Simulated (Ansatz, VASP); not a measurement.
**Two plane-wave programs on KF**

```
K F
1.0
     0.00000    2.67185    2.67185
     2.67185    0.00000    2.67185
     2.67185    2.67185    0.00000
K F
1 1
Direct
  0.00000 0.00000 0.00000
  0.50000 0.50000 0.50000
```

Alike in both runs: functional r2SCAN; dispersion rVV10; k mesh 9 × 9 × 9; occupations gaussian, width 0.05 eV; no spin polarisation.

|  | VASP | Ansatz |
| --- | --- | --- |
| version | VASP 6.6.1 | Ansatz 0.2.0 |
| potentials or method | VASP PAW PBE potentials, release 64 (K_sv, F) | Ansatz PAW |
| plane-wave cutoff (eV) | 520 | 500 |
| valence electrons in the cell | 16 | 16 |
| task | single point | density of states |

|  | VASP | Ansatz | Ansatz less VASP |
| --- | --- | --- | --- |
| gap on the k mesh at the Fermi level (eV) | 6.72 | 6.72 | +0.002 |
| least direct gap on the mesh (eV) | 6.72 | 6.72 | +0.002 |
| pressure (GPa) | -1.3 | -1.2 | +0.03 |

VASP's potentials were made for PBE, not for r2SCAN.

Noted on Ansatz's run: odd divisions of the mesh miss points on the zone boundary, where band edges often lie, so the gap on the mesh can be too wide.
